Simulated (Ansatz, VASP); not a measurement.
# One calculation of Fe, two programs

```
Fe
1.0
    -1.46650    1.46650    1.46650
     1.46650   -1.46650    1.46650
     1.46650    1.46650   -1.46650
Fe
1
Cartesian
  0.0000 0.0000 0.0000
```

Alike in both runs: task single point; functional PBEsol; k mesh 14 × 14 × 14; occupations fermi-dirac, width 0.1 eV; collinear spin.

```csv
,VASP,Ansatz
version,VASP 6.6.1,Ansatz 0.2.0
potentials or method,"VASP PAW PBE potentials, release 64 (Fe), cutoff 520 eV","PAW, plane waves, scalar-relativistic"
valence electrons in the cell,8,16
```

|  | VASP | Ansatz | Ansatz less VASP |
| --- | --- | --- | --- |
| pressure (GPa) | -21.0 | -21.6 | -0.56 |
| net moment per atom (μB) | 2.45 | 2.42 | -0.025 |
| size of the moment on the site where the two differ most (μB) | 2.45 | 2.47 | +0.021 |

VASP's potentials were made for PBE, not for PBEsol. Site moments also hang on the region over which each program counts them. The functional is the same, so the differences come from potentials, cutoffs and numerics. VASP's potentials hold 8 valence electrons a cell and Ansatz's 16, so a difference there can come from the potentials and not from the codes.
